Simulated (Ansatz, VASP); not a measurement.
# One calculation of SnTe, two programs

```
CELL_PARAMETERS angstrom
0.00000 3.15085 3.15085
3.15085 0.00000 3.15085
3.15085 3.15085 0.00000
ATOMIC_POSITIONS crystal
Te 0.50000 0.50000 0.50000
Sn 0.00000 0.00000 0.00000
```

Alike in both runs: task relaxation of cell and atoms; functional BLYP; dispersion D3(BJ); k mesh 7 × 7 × 7; occupations fermi-dirac, width 0.05 eV; no spin polarisation.

```csv
,VASP,Ansatz
version,VASP 6.6.1,Ansatz 0.2.0
potentials or method,"VASP PAW PBE potentials, release 64 (Te, Sn_d)",Ansatz PAW
plane-wave cutoff (eV),600,420
valence electrons in the cell,20,30
```

|  | VASP | Ansatz | Ansatz less VASP |
| --- | --- | --- | --- |
| relaxed volume (Å³/atom) | 32.07 | 31.97 | -0.099 |
| relaxed cell length with the largest relative difference (Å) | 4.493 | 4.488 | -0.0046 |

VASP's potentials were made for PBE, not for BLYP. VASP's potentials hold 20 valence electrons a cell and Ansatz's 30, so a difference there can come from the potentials and not from the codes.

Neither program's run includes spin-orbit coupling. Noted on Ansatz's run: the plane-wave basis is chosen anew once the cell has moved, so the energies of steps on either side of that aren't comparable.
